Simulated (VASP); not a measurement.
Pd, 5 atoms in the cell. The cell holds a slab with vacuum, 5 atoms: a = 2.715 Å, b = 2.715 Å, c = 24.869 Å, α = 90.00°, β = 90.00°, γ = 120.00°. 

| Quantity | Value |
| --- | --- |
| Program | VASP 6.6.1 |
| Task | single point |
| Functional | LDA |
| Potentials or basis | VASP PAW LDA potentials, release 64 (Pd) |
| Cutoff | 520 eV |
| k mesh | 15 × 15 × 1 |
| Occupations | fermi-dirac, width 0.05 eV |
| Spin | no spin polarisation |
| Dipole correction | no |
| Further INCAR settings | ALGO = Normal; EDIFF = 1e-06; NBANDS = 33 |

Potentials or basis: VASP PAW LDA potentials, release 64 (Pd).

Run with:

```bash
$ cat potpaw_LDA.64/Pd/POTCAR > POTCAR
$ mpirun -np 1 vasp_std > vasp.out
```

Hardware: 1 thread of AMD EPYC 9R45 96-Core Processor (Zen 5), with other jobs on the host.

Estimate the wall time of this run.

It took 2.2 min on 1 thread of AMD EPYC 9R45 96-Core Processor (Zen 5), with other jobs on the host, peak memory 0.24 GiB. Counts: scf iterations 27, k points 27.
